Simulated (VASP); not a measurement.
Here is a VASP 6.6.1 calculation.

The input INCAR:

```
SYSTEM = AlRu
PREC = Accurate
ENCUT = 520
EDIFF = 1E-7
ISMEAR = 0
SIGMA = 0.1
LREAL = .FALSE.
LASPH = .TRUE.
NELM = 100
ALGO = Normal
ISIF = 2
LWAVE = .FALSE.
LCHARG = .TRUE.
GGA = PE
LELF = .TRUE.
LVHAR = .TRUE.
NBANDS = 16
```

Contents of KPOINTS:

```
Automatic mesh
0
G
  14 14 14
  0 0 0
```

Contents of POSCAR:

```
AlRu
1.0
    2.9916000000      0.0000000000      0.0000000000
    0.0000000000      2.9916000000      0.0000000000
    0.0000000000      0.0000000000      2.9916000000
Al Ru
1 1
Direct
    0.0000000000      0.0000000000      0.0000000000
    0.5000000000      0.5000000000      0.5000000000
```

Potentials or basis: VASP PAW PBE potentials, release 64 (Al, Ru_pv).

Run with:

```console
$ cat potpaw_PBE.64/Al/POTCAR potpaw_PBE.64/Ru_pv/POTCAR > POTCAR
$ mpirun -np 1 vasp_std > vasp.out
```

Problem. Estimate the pressure.

Solution. 2.6 GPa.
